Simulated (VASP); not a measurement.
Set up this calculation in VASP 6.6.1, as the native input.

```yaml
Task: single point
Functional: PBE-based global hybrid with 40 % exact exchange
Potentials_or_basis: VASP PAW PBE potentials, release 64 (Cd, Te)
Cutoff: 400 eV
k_mesh: 2 × 2 × 2
Occupations: gaussian, width 0.01 eV
Spin: no spin polarisation
Dipole_correction: no
Grid_for_exact_exchange_PRECFOCK: Normal
Share_of_exact_exchange: 0.4
Further_INCAR_settings: ALGO = Normal; EDIFF = 1e-06; NBANDS = 16
```

The system is CdTe.

```
CELL_PARAMETERS angstrom
0.00000 3.20500 3.20500
3.20500 0.00000 3.20500
3.20500 3.20500 0.00000
ATOMIC_POSITIONS crystal
Cd 0.00000 0.00000 0.00000
Te 0.75000 0.75000 0.75000
```

These files were run (other wordings do the same):

POSCAR

```
CdTe
1.0
    0.0000000000      3.2050000000      3.2050000000
    3.2050000000      0.0000000000      3.2050000000
    3.2050000000      3.2050000000      0.0000000000
Cd Te
1 1
Direct
    0.0000000000      0.0000000000      0.0000000000
    0.7500000000      0.7500000000      0.7500000000
```

INCAR.step1

```
PREC = Accurate
ENCUT = 400
EDIFF = 1E-5
ISMEAR = 0
SIGMA = 0.01
LREAL = F
LASPH = T
NELM = 120
ALGO = Normal
ISIF = 2
LWAVE = T
LCHARG = F
NBANDS = 16
GGA = PE
GGA_COMPAT = F
```

INCAR.step2

```
PREC = Accurate
ENCUT = 400
EDIFF = 1E-6
ISMEAR = 0
SIGMA = 0.01
LREAL = F
LASPH = T
NELM = 120
ALGO = Normal
ISIF = 2
LWAVE = F
LCHARG = F
GGA = PE
LHFCALC = T
AEXX = 0.4
PRECFOCK = Normal
NBANDS = 16
ISTART = 1
GGA_COMPAT = F
```

KPOINTS

```
regular mesh
0
Gamma
  2 2 2
```

Potentials or basis: VASP PAW PBE potentials, release 64 (Cd, Te).

Run with:

```bash
$ cat potpaw_PBE.64/Cd/POTCAR potpaw_PBE.64/Te/POTCAR > POTCAR
$ cp INCAR.step1 INCAR
$ mpirun -np 1 vasp_std > vasp.out
$ cp INCAR.step2 INCAR
$ mpirun -np 1 vasp_std > vasp.out
```

Results of the run:

```yaml
Pressure: 5.5 GPa
Band_gap_on_the_k_mesh: 3.81 eV
```

Caveat: the k points lie up to 0.85 Å⁻¹ apart; the PAW data sets were made with another functional, which shifts forces and pressure a little; spin-orbit coupling is left out, which moves the levels of the heavy elements.

Wall time 22 s on 1 thread of Intel(R) Xeon(R) Platinum 8488C (Sapphire Rapids) (shared host), peak memory 0.16 GiB.
